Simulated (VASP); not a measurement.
# InSb (Fm-3m) in VASP: a series of runs

The runs below take InSb through single point, with PBE, revPBE, PBE+D3(BJ).

Everything below comes from runs of VASP 6.6.1. Logs are shortened: lines on timing, memory, paths and dates and some standing lists are left out, and cuts for length are marked.

## (1) The cell of the first run

Symmetry: Fm-3m, No. 225, cubic system. The conventional cell has a = 6.147 Å, b = 6.147 Å, c = 6.147 Å, α = 90.00°, β = 90.00°, γ = 90.00°. Within 4.0 Å of In (site symmetry m-3m) lie 6 Sb at 3.07 Å. Within 4.0 Å of Sb (site symmetry m-3m) lie 6 In at 3.07 Å.

## (2) Single point, PBE

Input file INCAR:

```
SYSTEM = InSb
PREC = Accurate
ENCUT = 500
EDIFF = 1E-6
ISMEAR = 1
SIGMA = 0.1
LREAL = .FALSE.
LASPH = .TRUE.
NELM = 120
ALGO = Normal
ISIF = 2
LWAVE = .FALSE.
LCHARG = .FALSE.
GGA = PE
NBANDS = 16
ISYM = 0
GGA_COMPAT = .FALSE.
```

Input file KPOINTS:

```
Automatic mesh
0
Gamma
  2 4 1
  0.38 0.69 0.01
```

Input file POSCAR:

```
InSb
1.0
    0.0000000000      3.0735130000      3.0735130000
    3.0735130000      0.0000000000      3.0735130000
    3.0735130000      3.0735130000      0.0000000000
In Sb
1 1
Direct
    0.0000000000      0.0000000000      0.0000000000
    0.5000000000      0.5000000000      0.5000000000
```

Potentials or basis: VASP PAW PBE potentials, release 64 (In_d, Sb).

On the command line:

```bash
$ cat potpaw_PBE.64/In_d/POTCAR potpaw_PBE.64/Sb/POTCAR > POTCAR
$ mpirun -np 1 vasp_std > vasp.out
```

OUTCAR:

```text
SYSTEM = InSb
   PREC = Accurate
   ENCUT = 500
   EDIFF = 1E-6
   ISMEAR = 1
   LREAL = .FALSE.
   LASPH = .TRUE.
   NELM = 120
   ISIF = 2
   GGA = PE
   ISYM = 0

 ion  position               nearest neighbor table
   1  0.000  0.000  0.000-   2 3.07   2 3.07   2 3.07   2 3.07   2 3.07   2 3.07
   2  0.500  0.500  0.500-   1 3.07   1 3.07   1 3.07   1 3.07   1 3.07   1 3.07

IMPORTANT INFORMATION: All symmetrisations will be switched off!
NOSYMM: (Re-)initialisation of all symmetry stuff for point group C_1.

----------------------------------------------------------------------------------------

                                     Primitive cell

  volume of cell :      58.0678

  direct lattice vectors                    reciprocal lattice vectors
     0.000000000  3.073513000  3.073513000    -0.162680295  0.162680295  0.162680295
     3.073513000  0.000000000  3.073513000     0.162680295 -0.162680295  0.162680295
     3.073513000  3.073513000  0.000000000     0.162680295  0.162680295 -0.162680295

  length of vectors
     4.346603769  4.346603769  4.346603769     0.281770535  0.281770535  0.281770535

  position of ions in fractional coordinates (direct lattice)
     0.000000000  0.000000000  0.000000000
     0.500000000  0.500000000  0.500000000

  ion indices of the primitive-cell ions
   primitive index   ion index
                 1           1
                 2           2

----------------------------------------------------------------------------------------

 KPOINTS: Automatic mesh

Automatic generation of k-mesh.
 Grid dimensions read from file:
 generate k-points for:    2    4    1

 Generating k-lattice:

  Cartesian coordinates                     Fractional coordinates (reciprocal lattice)
    -0.081340147  0.081340147  0.081340147     0.500000000  0.000000000  0.000000000
     0.040670074 -0.040670074  0.040670074     0.000000000  0.250000000  0.000000000
     0.162680295  0.162680295 -0.162680295     0.000000000  0.000000000  1.000000000

  Length of vectors
     0.140885268  0.070442634  0.281770535

  Shift w.r.t. Gamma in fractional coordinates (k-lattice)
     0.380000000  0.690000000  0.010000000

 -----------------------------------------------------------------------------
|                                                                             |
|           W    W    AA    RRRRR   N    N  II  N    N   GGGG   !!!           |
|           W    W   A  A   R    R  NN   N  II  NN   N  G    G  !!!           |
|           W    W  A    A  R    R  N N  N  II  N N  N  G       !!!           |
|           W WW W  AAAAAA  RRRRR   N  N N  II  N  N N  G  GGG   !            |
|           WW  WW  A    A  R   R   N   NN  II  N   NN  G    G                |
|           W    W  A    A  R    R  N    N  II  N    N   GGGG   !!!           |
|                                                                             |
|     Your reciprocal lattice and k-lattice belong to different lattice       |
|     classes:                                                                |
|                                                                             |
|        The reciprocal lattice is body-centered cubic,                       |
|        whereas your k-lattice is simple monoclinic.                         |
|                                                                             |
|     Results are often still useful ...                                      |
|                                                                             |
 -----------------------------------------------------------------------------

 WARNING: IBZKPT: internal override: KBLOWUP is changed to .FALSE.
      ... skipping the blow-up phase ...

 Subroutine IBZKPT returns following result:
 ===========================================

 Found      8 irreducible k-points:

 Following reciprocal coordinates:
            Coordinates               Weight
  0.190000 -0.077500  0.010000      1.000000
 -0.310000 -0.077500  0.010000      1.000000
  0.190000  0.172500  0.010000      1.000000
 -0.310000  0.172500  0.010000      1.000000
  0.190000  0.422500  0.010000      1.000000
 -0.310000  0.422500  0.010000      1.000000
  0.190000 -0.327500  0.010000      1.000000
 -0.310000 -0.327500  0.010000      1.000000
   k-points           NKPTS =      8   k-points in BZ     NKDIM =      8   number of bands    NBANDS=     16
   number of dos      NEDOS =    301   number of ions     NIONS =      2
   total plane-waves  NPLWV =  32768
   dimension x,y,z NGX =    32 NGY =   32 NGZ =   32
   dimension x,y,z NGXF=    64 NGYF=   64 NGZF=   64
   ions per type =               1   1
   NGX,Y,Z   is equivalent  to a cutoff of  12.24, 12.24, 12.24 a.u.
   NGXF,Y,Z  is equivalent  to a cutoff of  24.48, 24.48, 24.48 a.u.
 SYSTEM =  InSb
   PREC   = accura    normal or accurate (medium, high low for compatibility)
   ISTART =      0    job   : 0-new  1-cont  2-samecut
   ICHARG =      2    charge: 1-file 2-atom 10-const
   ISPIN  =      1    spin polarized calculation?
   LNONCOLLINEAR =      F non collinear calculations
   LSORBIT =      F    spin-orbit coupling
   LASPH  =      T    aspherical Exc in radial PAW
   ENCUT  =  500.0 eV  36.75 Ry    6.06 a.u.   7.92  7.92  7.92*2*pi/ulx,y,z
   NELM   =    120;   NELMIN=  2; NELMDL= -5     # of ELM steps
   EDIFF  = 0.1E-05   stopping-criterion for ELM
   LREAL  =      F    real-space projection
   EDIFFG = 0.1E-04   stopping-criterion for IOM
   NSW    =      0    number of steps for IOM
   IBRION =     -1    ionic relax: 0-MD 1-quasi-New 2-CG
   NFREE  =      0    steps in history (QN), initial steepest desc. (CG)
   ISIF   =      2    stress and relaxation
   ISYM   =      0    0-nonsym 1-usesym 2-fastsym
   POTIM  = 0.5000    time-step for ionic-motion
   TEBEG  =    0.0;   TEEND  =   0.0 temperature during run
   PSTRESS=    0.0 pullay stress
   NELECT =      18.0000    total number of electrons
   NUPDOWN=      -1.0000    fix difference up-down
   EMIN   =  10.00;   EMAX   =-10.00  energy-range for DOS
   EFERMI =   0.00;   METHOD = LEGACY
   ISMEAR =     1;   SIGMA  =   0.10  broadening in eV -4-tet -1-fermi 0-gaus
   EFERMI_NEDOS =   21; number of points for ismear=-14 and -15
   IALGO  =     38    algorithm
   IMIX   =      4    mixing-type and parameters
     AMIX     =   0.40;   BMIX     =  1.00
     AMIX_MAG =   1.60;   BMIX_MAG =  1.00
  volume/ion in A,a.u.               =      29.03       195.93
  Fermi-wavevector in a.u.,A,eV,Ry     =   1.107951  2.093724 16.701910  1.227556
  Thomas-Fermi vector in A             =   2.244472
   LORBIT       =      0    0 simple, 1 ext, 2 COOP (PROOUT), +10 PAW based schemes
   GGA     = PE    functional components
   LHFCALC =     F    Hartree Fock is set to
   AEXX    =    0.0000 exact exchange contribution
   IVDW    =     0    specifies the selected vdW correction
   LEPSILON=     F    determine dielectric tensor
   LRPA    =     F    only Hartree local field effects (RPA)
 non-spin polarized calculation
 Methfessel and Paxton  Order N= 1 SIGMA  =   0.10
  energy-cutoff  :      500.00
  volume of cell :       58.07
 maximum number of plane-waves:      1480
   NGX = 15   NGY = 15   NGZ = 15

 number of electron      18.0000004 magnetization

 Free energy of the ion-electron system (eV)
  ---------------------------------------------------
  ext. energy  EPLUGINS =         0.00000000
  ---------------------------------------------------
  free energy    TOTEN  =        -4.70773333 eV

  energy without entropy =       -4.70902495  energy(sigma->0) =       -4.70816387

 E-fermi :   6.7467     XC(G=0):  -9.6433

 val. band max:        6.6827840613   @ k =  -0.3100  -0.0775   0.0100
 cond. band min:       6.8167655536   @ k =  -0.3100   0.1725   0.0100
 fundamental gap:      0.1339814923
 Fermi energy:         6.7466570963

 k-point     1 :       0.1900   -0.0775    0.0100
  band No.  band energies     occupation
      1      -7.9231      2.00000
      2      -7.8909      2.00000
      3      -7.8371      2.00000
      4      -7.8302      2.00000
      5      -7.7940      2.00000
      6      -3.6618      2.00000
      7       3.1080      2.00000
      8       6.0321      2.00000
      9       7.0285     -0.00050
     10       8.9354      0.00000
     11      10.1230      0.00000
     12      10.3962      0.00000
     13      11.9676      0.00000
     14      13.0936      0.00000
     15      13.4619      0.00000
     16      14.7724      0.00000

 k-point     2 :      -0.3100   -0.0775    0.0100
  band No.  band energies     occupation
      1      -7.9170      2.00000
      2      -7.8996      2.00000
      3      -7.8489      2.00000
      4      -7.8267      2.00000
      5      -7.7863      2.00000
      6      -3.2889      2.00000
      7       2.1440      2.00000
      8       6.1865      2.00000
      9       6.6828      1.87327
     10       8.6269     -0.00000
     11       9.6974      0.00000
     12      10.8354      0.00000
     13      11.3501      0.00000
     14      12.9276      0.00000
     15      14.9143      0.00000
     16      15.2552      0.00000

 k-point     3 :       0.1900    0.1725    0.0100
  band No.  band energies     occupation
      1      -7.9106      2.00000
      2      -7.9033      2.00000
      3      -7.8468      2.00000
      4      -7.8257      2.00000
      5      -7.7913      2.00000
      6      -3.7505      2.00000
      7       4.0216      2.00000
      8       5.8424      2.00000
      9       5.9050      2.00000
     10       8.5085     -0.00000
     11      10.3975      0.00000
     12      11.3484      0.00000
     13      12.7346      0.00000
     14      12.7688      0.00000
     15      14.6612      0.00000
     16      14.6911      0.00000

 k-point     4 :      -0.3100    0.1725    0.0100
  band No.  band energies     occupation
      1      -7.9330      2.00000
      2      -7.8857      2.00000
      3      -7.8550      2.00000
      4      -7.8288      2.00000
      5      -7.7817      2.00000
      6      -2.6332      2.00000
      7       1.2225      2.00000
      8       4.8125      2.00000
      9       6.8168      0.07950
     10       8.3168     -0.00000
     11       9.5979      0.00000
     12      10.3124      0.00000
     13      12.7730      0.00000
     14      14.2605      0.00000
     15      14.6732      0.00000
     16      17.0137      0.00000

 k-point     5 :       0.1900    0.4225    0.0100
  band No.  band energies     occupation
      1      -7.9154      2.00000
      2      -7.9054      2.00000
      3      -7.8760      2.00000
      4      -7.8173      2.00000
      5      -7.7741      2.00000
      6      -2.6535      2.00000
      7       1.5253      2.00000
      8       5.4159      2.00000
      9       5.6087      2.00000
     10       6.9548     -0.01218
     11      11.1549      0.00000
     12      11.5119      0.00000
     13      12.3930      0.00000
     14      12.7084      0.00000
     15      16.9466      0.00000
     16      17.1895      0.00000

 k-point     6 :      -0.3100    0.4225    0.0100
  band No.  band energies     occupation
      1      -7.9223      2.00000
      2      -7.9092      2.00000
      3      -7.8921      2.00000
      4      -7.8101      2.00000
      5      -7.7667      2.00000
      6      -1.7850      2.00000
      7       1.2805      2.00000
      8       3.2017      2.00000
      9       5.2389      2.00000
     10       6.4101      2.00002
     11      11.8422      0.00000
     12      12.1061      0.00000
     13      13.0883      0.00000
     14      14.8812      0.00000
     15      16.3897      0.00000
     16      16.8082      0.00000

 k-point     7 :       0.1900   -0.3275    0.0100
  band No.  band energies     occupation
      1      -7.9331      2.00000
      2      -7.8847      2.00000
      3      -7.8637      2.00000
      4      -7.8268      2.00000
      5      -7.7779      2.00000
      6      -2.4580      2.00000
      7       1.0565      2.00000
      8       4.5802      2.00000
      9       6.6020      2.05989
     10       8.0322     -0.00000
     11       9.8150      0.00000
     12      10.5767      0.00000
     13      13.0118      0.00000
     14      14.5117      0.00000
     15      14.9050      0.00000
     16      16.3343      0.00000

 k-point     8 :      -0.3100   -0.3275    0.0100
  band No.  band energies     occupation
      1      -7.9310      2.00000
      2      -7.8974      2.00000
      3      -7.8867      2.00000
      4      -7.8079      2.00000
      5      -7.7721      2.00000
      6      -2.7511      2.00000
      7       2.8862      2.00000
      8       4.9576      2.00000
      9       4.9833      2.00000
     10       5.3125      2.00000
     11      10.3536      0.00000
     12      13.6823      0.00000
     13      13.7818      0.00000
     14      13.9108      0.00000
     15      16.6188      0.00000
     16      17.4445      0.00000

------------------------ aborting loop because EDIFF is reached ----------------------------------------

  FORCE on cell =-STRESS in cart. coord.  units (eV):
  Direction    XX          YY          ZZ          XY          YZ          ZX
  --------------------------------------------------------------------------------------
  -------------------------------------------------------------------------------------
  Total        3.5639247      4.0198255     -0.6114609      0.1144893      0.2223233     -0.0046292
  in kB       98.3340529    110.9130426    -16.8711276      3.1589334      6.1342358     -0.1277257
  external PRESSURE =      64.1253226 kB  Pullay stress =       0.0000000 kB

 VOLUME and BASIS-vectors are now :
 -----------------------------------------------------------------------------
  energy-cutoff  :      500.00
  volume of cell :       58.07
      direct lattice vectors                 reciprocal lattice vectors
     0.000000000  3.073513000  3.073513000    -0.162680295  0.162680295  0.162680295
     3.073513000  0.000000000  3.073513000     0.162680295 -0.162680295  0.162680295
     3.073513000  3.073513000  0.000000000     0.162680295  0.162680295 -0.162680295

 POSITION                                       TOTAL-FORCE (eV/Angst)
 -----------------------------------------------------------------------------------
      0.00000      0.00000      0.00000         0.000002      0.000001      0.000003
      3.07351      3.07351      3.07351        -0.000002     -0.000001     -0.000003
 -----------------------------------------------------------------------------------
    total drift:                                0.000005      0.000000      0.000006

  FREE ENERGIE OF THE ION-ELECTRON SYSTEM (eV)
  ---------------------------------------------------
  free  energy   TOTEN  =        -4.7077333309 eV

  energy  without entropy=       -4.7090249507  energy(sigma->0) =       -4.70816387
```

Wall time 5.3 s (1 thread of Intel Xeon Platinum 8488C (Sapphire Rapids), shared host); peak memory 0.17 GiB.

The run converged, but its numbers aren't listed here, since they failed a check.

Caveat: the k points lie up to 1.77 Å⁻¹ apart; spin-orbit coupling is left out, which moves the levels of the heavy elements.

(Continued in part 2 of 2.)
